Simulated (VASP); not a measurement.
# Sb (P6_3/mmc) in VASP: a series of runs, part 2 of 2

VASP 6.6.1. The steps go on from the part before.

### 4 Relaxation of cell and atoms, PBEsol-based global hybrid with 25 % exact exchange

This run uses another cell than the first one, of 26.65 Å³/atom.

POSCAR reads:

```
Sb
1.0
    3.3545324186      0.0000000000      0.0000000000
   -1.6772662093      2.9051102923      0.0000000000
    0.0000000000      0.0000000000      5.4701606500
Sb
2
Direct
    0.6666666667      0.3333333333      0.7500000000
    0.3333333333      0.6666666667      0.2500000000
```

INCAR.step1 reads:

```
ALGO     = Normal         # electronic algorithm
EDIFF    = 1E-5           # SCF threshold, eV
ENCUT    = 600            # plane-wave cutoff, eV
GGA      = PE             # functional
ISMEAR   = -1             # smearing method
LASPH    = True           # aspherical terms in the spheres
LCHARG   = False          # write CHGCAR
LREAL    = False          # projectors in reciprocal space
LWAVE    = True           # write WAVECAR
NBANDS   = 12             # bands
NELM     = 100            # most SCF steps
PREC     = Accurate       # precision mode
SIGMA    = 0.05           # smearing width, eV
```

INCAR.step2 reads:

```
AEXX     = 0.25           # exact-exchange fraction
ALGO     = Normal         # electronic algorithm
EDIFF    = 1E-6           # SCF threshold, eV
EDIFFG   = -0.01          # ionic threshold
ENCUT    = 600            # plane-wave cutoff, eV
GGA      = PS             # functional
IBRION   = 2              # ionic algorithm
ISIF     = 3              # what is computed and relaxed
ISMEAR   = -1             # smearing method
ISTART   = 1            
LASPH    = True           # aspherical terms in the spheres
LCHARG   = False          # write CHGCAR
LHFCALC  = True           # exact exchange
LREAL    = False          # projectors in reciprocal space
LWAVE    = False          # write WAVECAR
NELM     = 100            # most SCF steps
NSW      = 60             # ionic steps
PREC     = Accurate       # precision mode
PRECFOCK = Normal       
SIGMA    = 0.05           # smearing width, eV
```

KPOINTS reads:

```
k-points
0
Gamma
  5 5 3
```

Potentials or basis: VASP PAW PBE potentials, release 64 (Sb).

On the command line:

```sh
$ cat potpaw_PBE.64/Sb/POTCAR > POTCAR
$ cp INCAR.step1 INCAR
$ mpirun -np 1 vasp_std > vasp.out
$ cp INCAR.step2 INCAR
$ mpirun -np 1 vasp_std > vasp.out
```

OUTCAR:

```text
AEXX = 0.25
   EDIFF = 1E-6
   EDIFFG = -0.01
   ENCUT = 600
   GGA = PS
   IBRION = 2
   ISIF = 3
   ISMEAR = -1
   ISTART = 1
   LASPH = True
   LHFCALC = True
   LREAL = False
   NELM = 100
   NSW = 60
   PREC = Accurate
   PRECFOCK = Normal

 ion  position               nearest neighbor table
   1  0.667  0.333  0.750-   2 3.35   2 3.35   2 3.35   2 3.35   2 3.35   2 3.35
   2  0.333  0.667  0.250-   1 3.35   1 3.35   1 3.35   1 3.35   1 3.35   1 3.35

  LATTYP: Found a hexagonal cell.
 ALAT       =     3.3545324186
 C/A-ratio  =     1.6306775334

  Lattice vectors:

 A1 = (   3.3545324186,   0.0000000000,   0.0000000000)
 A2 = (  -1.6772662093,   2.9051102923,   0.0000000000)
 A3 = (   0.0000000000,   0.0000000000,   5.4701606500)

Analysis of symmetry for initial positions (statically):
=====================================================================
 Subroutine PRICEL returns:
 Original cell was already a primitive cell.

 Routine SETGRP: Setting up the symmetry group for a
 hexagonal supercell.

 Subroutine GETGRP returns: Found 24 space group operations
 (whereof 12 operations were pure point group operations)
 out of a pool of 24 trial point group operations.

The static configuration has the point symmetry D_3d.
[... 164 lines left out ...]
  -------------------------------------------------------------------------------------
  Total       -2.3821836     -2.3821836     -0.4508924      0.0000000     -0.0000000      0.0000000
  in kB      -71.5963872    -71.5963872    -13.5515447      0.0000000     -0.0000000      0.0000000
  external PRESSURE =     -52.2481064 kB  Pullay stress =       0.0000000 kB
[... 23 lines left out ...]
--------------------------------------- Ionic step        2  -------------------------------------------

 number of electron      10.0000000 magnetization

 E-fermi :  10.2832     XC(G=0):  -8.6315

 val. band max:        9.6869167700   @ k =   0.4000   0.2000   0.0000
 cond. band min:      10.8931477007   @ k =   0.2000  -0.0000   0.3333
 fundamental gap:      1.2062309308
 Fermi energy:        10.2832116611

 k-point     1 :       0.0000    0.0000    0.0000
  band No.  band energies     occupation
      1      -5.9456      2.00000
      2      -1.4146      2.00000
      3       2.0110      2.00000
      4      16.0805      0.00000
      5      16.0805      0.00000
      6      16.9183      0.00000
      7      17.9621      0.00000
      8      17.9621      0.00000
      9      20.3454      0.00000
[... 321 lines left out ...]
--------------------------------------- Ionic step        8  -------------------------------------------

 number of electron      10.0000000 magnetization

 Free energy of the ion-electron system (eV)
  ---------------------------------------------------
  ext. energy  EPLUGINS =         0.00000000
  ---------------------------------------------------
  free energy    TOTEN  =       -11.30721028 eV

  energy without entropy =      -11.30719852  energy(sigma->0) =      -11.30720440

 E-fermi :   9.4317     XC(G=0):  -8.4485

 val. band max:        8.9507325210   @ k =   0.4000   0.2000   0.0000
 cond. band min:       9.9469544494   @ k =   0.2000  -0.0000   0.3333
 fundamental gap:      0.9962219284
 Fermi energy:         9.4316850208

 k-point     1 :       0.0000    0.0000    0.0000
  band No.  band energies     occupation
      1      -6.2071      2.00000
      2      -1.7971      2.00000
      3       1.6850      2.00000
      4      14.6997      0.00000
      5      14.6997      0.00000
      6      16.1070      0.00000
      7      16.5478      0.00000
      8      16.5478      0.00000
      9      18.9981      0.00000
[... 135 lines left out ...]
  FREE ENERGIE OF THE ION-ELECTRON SYSTEM (eV)
  ---------------------------------------------------
  free  energy   TOTEN  =       -11.3072102787 eV

  energy  without entropy=      -11.3071985246  energy(sigma->0) =      -11.30720440

 reached required accuracy - stopping structural energy minimisation
```

OSZICAR.step1:

```text
N       E                     dE             d eps       ncg     rms          rms(c)
DAV:   1     0.381752448632E+02    0.38175E+02   -0.40808E+03   240   0.762E+02
DAV:   2    -0.549687880523E+01   -0.43672E+02   -0.42237E+02   352   0.112E+02
DAV:   3    -0.774554540543E+01   -0.22487E+01   -0.22321E+01   304   0.287E+01
DAV:   4    -0.776648492580E+01   -0.20940E-01   -0.20937E-01   280   0.306E+00
DAV:   5    -0.776667401570E+01   -0.18909E-03   -0.18909E-03   284   0.350E-01    0.248E+00
DAV:   6    -0.775866290741E+01    0.80111E-02   -0.47657E-03   272   0.353E-01    0.140E+00
DAV:   7    -0.775472052369E+01    0.39424E-02   -0.89552E-03   256   0.487E-01    0.571E-02
DAV:   8    -0.775475501846E+01   -0.34495E-04   -0.19427E-04   292   0.961E-02    0.134E-02
DAV:   9    -0.775475714962E+01   -0.21312E-05   -0.42439E-06   184   0.149E-02
   1 F= -.77547571E+01 E0= -.77482801E+01  d E =-.129542E-01
```

It took 25 min on 1 thread of Intel Xeon Platinum 8488C (Sapphire Rapids), shared host; peak memory 0.23 GiB.

Results:

```
Free energy                           : -11.3072 eV
Relaxed volume                        : 24.73 Å³/atom
Relaxed cell                          : a = 3.240 Å, b = 3.240 Å, c = 5.442 Å, α = 90.00°, β = 90.00°, γ = 120.00°
Space group after relaxing (to 0.1 Å) : P6_3/mmc (No. 194)
Energy gained by relaxing             : 44.7 meV/atom
Ionic steps                           : 8
Pressure after relaxing               : 0.0 GPa
Band gap on the k mesh                : zero (bands 5 and 6 overlap by 8.23 eV)
```

Step by step:
| step | energy change (eV) | largest force (eV/Å) | pressure (GPa) | volume (Å³) |
| --- | --- | --- | --- | --- |
| 1 | 0.0000 | 0.0000 | -5.22 | 53.31 |
| 2 | -0.0392 | 0.0000 | 5.24 | 46.84 |
| 3 | -0.0893 | 0.0000 | 0.05 | 49.41 |
| 4 | -0.0892 | 0.0000 | 0.16 | 49.33 |
| 5 | -0.0893 | 0.0000 | 0.04 | 49.42 |
| 6 | -0.0893 | 0.0000 | 0.08 | 49.38 |
| 7 | -0.0893 | 0.0000 | 0.09 | 49.38 |
| 8 | -0.0893 | 0.0000 | -0.04 | 49.46 |

Final structure:
```
Sb
1.0
     3.23961    0.00000    0.00000
    -1.61980    2.80558    0.00000
     0.00000    0.00000    5.44204
Sb
2
Cartesian
  1.6198 0.9352 4.0815
  0.0000 1.8704 1.3605
```

Levels at points of the mesh, in eV from the Fermi level:
```csv
k point,band 1,band 2,band 3,band 4,band 5,band 6,band 7,band 8,band 9
"(0.00, 0.00, 0.00)",-15.64,-11.23,-7.75,5.27,5.27,6.68,7.12,7.12,9.57
```

Caveat: the k points lie up to 0.45 Å⁻¹ apart in the final cell, too coarse for converged energies and pressures of a metal; the PAW data sets were made with another functional, which shifts forces and pressure a little; spin-orbit coupling is left out, which moves the levels of the heavy elements.

### 5 Relaxation of cell and atoms, B3LYP

This run uses another cell than the first one, of 26.65 Å³/atom.

POSCAR is that of step 4.

INCAR.step1 reads:

```
PREC = Accurate
ENCUT = 600
EDIFF = 1E-5
ISMEAR = -1
SIGMA = 0.05
LREAL = False
LASPH = True
NELM = 60
ALGO = Normal
LWAVE = True
LCHARG = False
GGA = PE
NBANDS = 12
```

INCAR.step2 reads:

```
PREC = Accurate
ENCUT = 600
EDIFF = 1E-6
ISMEAR = -1
SIGMA = 0.05
LREAL = False
LASPH = True
NELM = 60
ALGO = Normal
ISIF = 3
LWAVE = False
LCHARG = False
GGA = B3
LHFCALC = True
AEXX = 0.2
AGGAX = 0.72
AGGAC = 0.81
ALDAC = 0.19
PRECFOCK = Normal
IBRION = 2
NSW = 60
EDIFFG = -0.01
ISTART = 1
```

KPOINTS reads:

```
Automatic mesh
0
Gamma
  5 5 3
```

On the command line:

```sh
$ cat potpaw_PBE.64/Sb/POTCAR > POTCAR
$ cp INCAR.step1 INCAR
$ mpirun -np 1 vasp_std > vasp.out
$ cp INCAR.step2 INCAR
$ mpirun -np 1 vasp_std > vasp.out
```

Wall time 25 min (1 thread of Intel Xeon Platinum 8488C (Sapphire Rapids), shared host); peak memory 0.22 GiB.

The run converged. Its results:

```
Free energy                           : -8.2957 eV
Relaxed volume                        : 27.75 Å³/atom
Relaxed cell                          : a = 3.367 Å, b = 3.367 Å, c = 5.653 Å, α = 90.00°, β = 90.00°, γ = 120.00°
Space group after relaxing (to 0.1 Å) : P6_3/mmc (No. 194)
Energy gained by relaxing             : 17.3 meV/atom
Ionic steps                           : 8
Pressure after relaxing               : 0.0 GPa
Band gap on the k mesh                : zero (bands 5 and 6 overlap by 6.73 eV)
```

Step by step:
| step | energy change (eV) | largest force (eV/Å) | pressure (GPa) | volume (Å³) |
| --- | --- | --- | --- | --- |
| 1 | 0.0000 | 0.0000 | 2.74 | 53.31 |
| 2 | -0.0254 | 0.0000 | -1.36 | 56.87 |
| 3 | -0.0346 | 0.0000 | -0.14 | 55.59 |
| 4 | -0.0346 | 0.0000 | -0.09 | 55.55 |
| 5 | -0.0347 | 0.0000 | 0.08 | 55.39 |
| 6 | -0.0347 | 0.0000 | 0.06 | 55.43 |
| 7 | -0.0347 | 0.0000 | 0.05 | 55.44 |
| 8 | -0.0347 | 0.0000 | -0.01 | 55.50 |

Final structure:
```
Sb
1.0
     3.36679    0.00000    0.00000
    -1.68339    2.91572    0.00000
     0.00000    0.00000    5.65329
Sb
2
Cartesian
  1.6834 0.9719 4.2400
  0.0000 1.9438 1.4133
```

Levels at points of the mesh, in eV from the Fermi level:
```
           k point  band 3  band 4  band 5  band 6  band 7  band 8
(0.00, 0.00, 0.00)   -6.61    4.23    4.23    5.38    5.79    5.79
```

Caveat: the k points lie up to 0.43 Å⁻¹ apart in the final cell, too coarse for converged energies and pressures of a metal; the PAW data sets were made with another functional, which shifts forces and pressure a little; spin-orbit coupling is left out, which moves the levels of the heavy elements.

### 6 Single point, PBE0, non-collinear spin, zero start, spin-orbit coupling

This run uses another cell than the first one, of 26.65 Å³/atom.

POSCAR is that of step 5.

INCAR.step1 reads:

```
PREC = Accurate
ENCUT = 520
EDIFF = 1E-5
ISMEAR = -1
SIGMA = 0.05
LREAL = F
LASPH = T
NELM = 150
ALGO = Normal
ISIF = 2
LWAVE = T
LCHARG = F
LNONCOLLINEAR = T
MAGMOM = 0 0 0 0 0 0
LORBIT = 11
LSORBIT = T
GGA_COMPAT = F
LORBMOM = T
GGA = PE
NBANDS = 22
```

INCAR.step2 reads:

```
PREC = Accurate
ENCUT = 520
EDIFF = 1E-6
ISMEAR = -1
SIGMA = 0.05
LREAL = F
LASPH = T
NELM = 150
ALGO = Normal
ISIF = 2
LWAVE = F
LCHARG = F
LNONCOLLINEAR = T
MAGMOM = 0 0 0 0 0 0
LORBIT = 11
LSORBIT = T
GGA_COMPAT = F
LORBMOM = T
GGA = PE
LHFCALC = T
AEXX = 0.25
PRECFOCK = Normal
ISTART = 1
NBANDS = 22
```

KPOINTS reads:

```
regular mesh
0
Gamma
  4 4 2
```

Potentials or basis: VASP PAW PBE potentials, release 64 (Sb).

On the command line:

```sh
$ cat potpaw_PBE.64/Sb/POTCAR > POTCAR
$ cp INCAR.step1 INCAR
$ mpirun -np 1 vasp_ncl > vasp.out
$ cp INCAR.step2 INCAR
$ mpirun -np 1 vasp_ncl > vasp.out
```

OUTCAR:

```text
PREC = Accurate
   ENCUT = 520
   EDIFF = 1E-6
   ISMEAR = -1
   LREAL = F
   LASPH = T
   NELM = 150
   ISIF = 2
   LNONCOLLINEAR = T
   LORBIT = 11
   LSORBIT = T
   GGA = PE
   LHFCALC = T
   AEXX = 0.25
   PRECFOCK = Normal
   ISTART = 1

 ion  position               nearest neighbor table
   1  0.667  0.333  0.750-   2 3.35   2 3.35   2 3.35   2 3.35   2 3.35   2 3.35
   2  0.333  0.667  0.250-   1 3.35   1 3.35   1 3.35   1 3.35   1 3.35   1 3.35

  LATTYP: Found a hexagonal cell.
 ALAT       =     3.3545324186
 C/A-ratio  =     1.6306775334
[... 491 lines left out ...]
    -0.0000748    -0.0000406    -0.0001344     0.0000000    -0.0000748
    -0.0002761    -0.0000748     0.0000000    -0.0000748     0.0000000
 l=   3
     0.0000000     0.0000000     0.0000000     0.0000000     0.0000000     0.0000000     0.0000000
     0.0000000     0.0000000     0.0000000     0.0000000     0.0000000     0.0000000     0.0000000
     0.0000000     0.0000000     0.0000000     0.0000000     0.0000000     0.0000000     0.0000000
     0.0000000     0.0000000     0.0000000     0.0000000     0.0000000     0.0000000     0.0000000
     0.0000000     0.0000000     0.0000000     0.0000000     0.0000000     0.0000000     0.0000000
     0.0000000     0.0000000     0.0000000     0.0000000     0.0000000     0.0000000     0.0000000
     0.0000000     0.0000000     0.0000000     0.0000000     0.0000000     0.0000000     0.0000000

 total charge

# of ion       s       p       d       tot
------------------------------------------
    1        1.294   1.147   0.045   2.486
    2        1.294   1.147   0.045   2.486
--------------------------------------------------
tot          2.589   2.294   0.089   4.972

 magnetization (x)

# of ion       s       p       d       tot
------------------------------------------
    1       -0.000  -0.000  -0.000  -0.000
    2       -0.000  -0.000  -0.000  -0.000
--------------------------------------------------
tot         -0.000  -0.000  -0.000  -0.000

 magnetization (y)

# of ion       s       p       d       tot
------------------------------------------
    1        0.000  -0.000  -0.000  -0.000
    2        0.000  -0.000   0.000  -0.000
--------------------------------------------------
tot          0.000  -0.000   0.000  -0.000

 magnetization (z)

# of ion       s       p       d       tot
------------------------------------------
    1        0.000   0.000  -0.000   0.000
    2        0.000   0.000  -0.000   0.000
--------------------------------------------------
tot          0.000   0.000  -0.000   0.000
```

OSZICAR.step1:

```text
N       E                     dE             d eps       ncg     rms          rms(c)
DAV:   1     0.377158945892E+02    0.37716E+02   -0.32907E+03   352   0.724E+02
DAV:   2    -0.562474545603E+01   -0.43341E+02   -0.41693E+02   478   0.127E+02
DAV:   3    -0.798537893435E+01   -0.23606E+01   -0.23266E+01   456   0.317E+01
DAV:   4    -0.800562483103E+01   -0.20246E-01   -0.20240E-01   424   0.349E+00
DAV:   5    -0.800587202110E+01   -0.24719E-03   -0.24719E-03   412   0.428E-01    0.291E+00
DAV:   6    -0.800040333871E+01    0.54687E-02   -0.27962E-03   420   0.317E-01    0.169E+00
DAV:   7    -0.799813178572E+01    0.22716E-02   -0.16051E-03   400   0.242E-01    0.957E-01
DAV:   8    -0.799746314590E+01    0.66864E-03   -0.13138E-03   394   0.222E-01    0.320E-02
DAV:   9    -0.799747782054E+01   -0.14675E-04   -0.49070E-05   406   0.503E-02    0.823E-03
DAV:  10    -0.799747792494E+01   -0.10441E-06   -0.10494E-06   266   0.834E-03
   1 F= -.79974779E+01 E0= -.79882032E+01  d E =-.185495E-01  mag=     0.0000    -0.0000     0.0000
```

Wall time 10 min (1 thread of Intel Xeon Platinum 8488C (Sapphire Rapids), shared host); peak memory 0.31 GiB.

Results:

```
Free energy                                           : -10.9369 eV
Pressure                                              : -1.8 GPa
Net moment                                            : 0.16 μB per cell
Valence electrons inside the program's atomic spheres : Sb 2.49
```

Moments on the atoms (μB; x, y, z):
```
Sb  0.00 0.00 0.00
Sb  0.00 0.00 0.00
```

Caveat: the k points lie up to 0.57 Å⁻¹ apart; a moment this small can come from the mesh or the smearing; the PAW data sets were made with another functional, which shifts forces and pressure a little.

### 7 Summary

| task | level | potentials or basis | spin | cell | k mesh | cutoff (eV) | share of exact exchange | screening parameter | gap on the mesh (eV) | pressure (GPa) | relaxed volume (Å³/atom) |
| --- | --- | --- | --- | --- | --- | --- | --- | --- | --- | --- | --- |
| single point | HSE06 | VASP PAW PBE potentials, release 64 (Sb) | off | a = 3.399, b = 3.399, c = 5.542 Å, angles 90.0, 90.0, 120.0°, 2 atoms | 6 × 6 × 4 | 520 | 0.25 | 0.2079 1/Å | none | -3.8 | - |
| single point | r2SCAN0 | VASP PAW PBE potentials, release 64 (Sb_d_GW) | off | a = 3.355, b = 3.355, c = 5.470 Å, angles 90.0, 90.0, 120.0°, 2 atoms | 5 × 5 × 3 | 440 | 0.25 | - | none | -2.6 | - |
| relaxation of cell and atoms | PBEsol-based global hybrid with 25 % exact exchange | VASP PAW PBE potentials, release 64 (Sb) | off | relaxed from a = 3.355, b = 3.355, c = 5.470 Å, angles 90.0, 90.0, 120.0°, 2 atoms | 5 × 5 × 3 | 600 | 0.25 | - | none | 0.0 | 24.73 |
| relaxation of cell and atoms | B3LYP | VASP PAW PBE potentials, release 64 (Sb) | off | relaxed from a = 3.355, b = 3.355, c = 5.470 Å, angles 90.0, 90.0, 120.0°, 2 atoms | 5 × 5 × 3 | 600 | 0.2 | - | none | 0.0 | 27.75 |
| single point | PBE0 | VASP PAW PBE potentials, release 64 (Sb) | non-collinear, zero start, SOC | a = 3.355, b = 3.355, c = 5.470 Å, angles 90.0, 90.0, 120.0°, 2 atoms | 4 × 4 × 2 | 520 | 0.25 | - | - | -1.8 | - |

Alike in all rows: smearing fermi-dirac 0.05 eV.

Caveats: some runs use coarse meshes; the PAW data sets were made with another functional, which shifts forces and pressure a little; spin-orbit coupling is left out, which moves the levels of the heavy elements (at least some runs); the stress differs along the axes, from -6 to -0 GPa (at least some runs); a moment this small can come from the mesh or the smearing (at least some runs).

Total energies depend on the potentials used, so only differences within one code and one set of settings carry meaning.

The gap in the log of VASP goes by the Fermi energy; the results here count the filled bands.